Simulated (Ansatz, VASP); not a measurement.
Two plane-wave programs on Ni

```
Ni
1.0
    -1.34608    1.63508    1.19981
     1.63508   -1.34608    1.19981
     2.78825    2.78825   -0.67049
Ni
2
Direct
  0.04165 0.95835 0.00000
  0.70835 0.29165 0.50000
```

Alike in both runs: task single point; functional revPBE; k mesh 16 × 16 × 9; occupations fermi-dirac, width 0.05 eV; collinear spin.

```csv
,VASP,Ansatz
version,VASP 6.6.1,Ansatz 0.2.0
potentials or method,"VASP PAW PBE potentials, release 64 (Ni), cutoff 520 eV","plane waves (420 eV) with PAW, scalar-relativistic"
valence electrons in the cell,20,36
```

VASP gave:

| Item | Value |
| --- | --- |
| pressure (GPa) | 18.4 |
| traceless stress, the component that is largest in VASP (GPa) | 0.13 |
| net moment per atom (μB) | 0.59 |
| size of the moment on the site where the two differ most (μB) | 0.60 |

**Question.** Estimate Ansatz's values.

**Answer.** Pressure (GPa): 18.6; traceless stress, the component that is largest in VASP (GPa): 0.10; net moment per atom (μB): 0.61; size of the moment on the site where the two differ most (μB): 0.65.

VASP's potentials were made for PBE, not for revPBE. Site moments also hang on the region over which each program counts them. With one functional, cell and mesh, what is left measures potentials, basis and numerics. VASP's potentials hold 20 valence electrons a cell and Ansatz's 36, so a difference there can come from the potentials and not from the codes.
